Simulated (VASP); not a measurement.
Write the native input for VASP 6.6.1 that does the following.

```
Task                   : single point
Functional             : PBE
Potentials or basis    : VASP PAW PBE potentials, release 64 (In_d, P)
Cutoff                 : 520 eV
k mesh                 : 10 × 10 × 10
Occupations            : gaussian, width 0.05 eV
Spin                   : no spin polarisation
Dipole correction      : no
Further INCAR settings : ALGO = Normal; EDIFF = 1e-06; NBANDS = 16
```

The structure of InP lies in POSCAR:

```
InP
1.0
    0.0000000000      3.0130923994      2.7720450074
    3.0130923994      0.0000000000      2.7720450074
    3.0130923994      3.0130923994      0.0000000000
In P
1 1
Direct
    0.0000000000      0.0000000000      0.0000000000
    0.7500000000      0.7500000000      0.7500000000
```

This cell differs from its parent crystal: ratio of the length along z to the lengths across it x 0.92, volume and fractional coordinates fixed.

The input as run:

INCAR

```
SYSTEM = InP
PREC = Accurate
ENCUT = 520
EDIFF = 1E-6
ISMEAR = 0
SIGMA = 0.05
LREAL = .False.
LASPH = .True.
NELM = 60
ALGO = Normal
ISIF = 2
LWAVE = .False.
LCHARG = .False.
GGA = PE
NBANDS = 16
```

KPOINTS

```
Automatic mesh
0
Gamma
  10 10 10
  0 0 0
```

Potentials or basis: VASP PAW PBE potentials, release 64 (In_d, P).

Run with:

```console
$ cat potpaw_PBE.64/In_d/POTCAR potpaw_PBE.64/P/POTCAR > POTCAR
$ mpirun -np 1 vasp_std > vasp.out
```

Results of the run:

```json
{"Pressure": "3.1 GPa", "Band gap on the k mesh": "0.46 eV"}
```

Caveat: the cell stands under pressure; spin-orbit coupling is left out, which moves the levels of the heavy elements.

Run time: 97 s on 1 thread of Intel Xeon 8259CL, on a shared host, peak memory 0.23 GiB.
